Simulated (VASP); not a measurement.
Wanted: the native input for a VASP 6.6.1 run.

| Quantity | Value |
| --- | --- |
| Task | single point |
| Functional | PBE |
| Potentials or basis | VASP PAW PBE potentials, release 64 (Zr_sv) |
| Cutoff | 520 eV |
| k mesh | 16 × 16 × 16 |
| Occupations | gaussian, width 0.1 eV |
| Spin | no spin polarisation |
| Dipole correction | no |
| Further INCAR settings | ALGO = Normal; EDIFF = 1e-06; NBANDS = 12 |

The structure of Zr lies in POSCAR:

```
Zr
1.0
    0.0000000000      2.2187170500      2.2187170500
    2.2187170500      0.0000000000      2.2187170500
    2.2187170500      2.2187170500      0.0000000000
Zr
1
Direct
    0.0000000000      0.0000000000      0.0000000000
```

This cell differs from its parent crystal: strained.

These files were run (other wordings do the same):

INCAR

```
SYSTEM = Zr
  PREC = Accurate
  ENCUT = 520
  EDIFF = 1E-6
  ISMEAR = 0
  SIGMA = 0.1
  LREAL = .FALSE.
  LASPH = .TRUE.
  NELM = 60
  ALGO = Normal
  ISIF = 2
  LWAVE = .FALSE.
  LCHARG = .TRUE.
  GGA = PE
  LELF = .TRUE.
  LVHAR = .TRUE.
  NBANDS = 12
```

KPOINTS

```
Automatic mesh
0
G
  16 16 16
  0 0 0
```

Potentials or basis: VASP PAW PBE potentials, release 64 (Zr_sv).

Command:

```sh
$ cat potpaw_PBE.64/Zr_sv/POTCAR > POTCAR
$ mpirun -np 1 vasp_std > vasp.out
```

Results of the run:

| Item | Value |
| --- | --- |
| Pressure | 6.0 GPa |
| Band gap on the k mesh | zero (band 6 reaches 10.61 eV, above the bottom of band 7 at 9.21 eV) |

Caveat: the cell differs from its parent crystal (strained).

It took 13 s on 1 thread of Intel Xeon 6975P-C (shared host), peak memory 0.16 GiB.
